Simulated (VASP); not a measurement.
Set up this calculation in VASP 6.6.1, as the native input.

- Task: relaxation of cell and atoms
- Functional: PBEsol
- Potentials or basis: VASP PAW PBE potentials, release 64 (Cu, I)
- Cutoff: 600 eV
- k mesh: 6 × 6 × 4
- Occupations: fermi-dirac, width 0.02 eV
- Spin: no spin polarisation
- Dipole correction: no
- Further INCAR settings: ALGO = Normal; EDIFF = 1e-06; IBRION = 2; EDIFFG = -0.005; NSW = 80; ISIF = 3

The structure of CuI lies in POSCAR:

```
CuI
1.0
    4.3900976535      0.0000000000      0.0000000000
   -2.1950488267      3.8019360930      0.0000000000
    0.0000000000      0.0000000000      8.0957259507
Cu I
2 2
Direct
    0.3333333333      0.6666666667      0.2500000000
    0.6666666667      0.3333333333      0.7500000000
    0.6666666667      0.3333333333      0.2500000000
    0.3333333333      0.6666666667      0.7500000000
```

One way to write it, as run:

INCAR

```
SYSTEM = CuI
PREC = Accurate
ENCUT = 600
EDIFF = 1E-6
ISMEAR = -1
SIGMA = 0.02
LREAL = .FALSE.
LASPH = .TRUE.
NELM = 60
ALGO = Normal
ISIF = 3
LWAVE = .FALSE.
LCHARG = .FALSE.
GGA = PS
IBRION = 2
NSW = 80
EDIFFG = -0.005
```

KPOINTS

```
regular mesh
0
G
  6 6 4
  0 0 0
```

Potentials or basis: VASP PAW PBE potentials, release 64 (Cu, I).

The run is started by

```bash
$ cat potpaw_PBE.64/Cu/POTCAR potpaw_PBE.64/I/POTCAR > POTCAR
$ mpirun -np 1 vasp_std > vasp.out
```

It gave:

```json
{"Relaxed volume": "27.72 Å³/atom", "Relaxed cell": "a = 4.350 Å, b = 4.350 Å, c = 6.767 Å, α = 90.00°, β = 90.00°, γ = 120.00°", "Space group after relaxing (to 0.1 Å)": "P6_3/mmc (No. 194)", "Energy gained by relaxing": "31.6 meV/atom", "Ionic steps": "20", "Pressure after relaxing": "0.0 GPa", "Band gap on the k mesh": "1.03 eV"}
```

Caveat: the volume moved by over 15 % at a fixed basis, so the end points are rough; the PAW data sets were made with another functional, which shifts forces and pressure a little; spin-orbit coupling is left out, which moves the levels of the heavy elements.

It took 11 min on 1 thread of Intel(R) Xeon(R) 6975P-C (Granite Rapids), with other jobs on the host, peak memory 0.35 GiB.
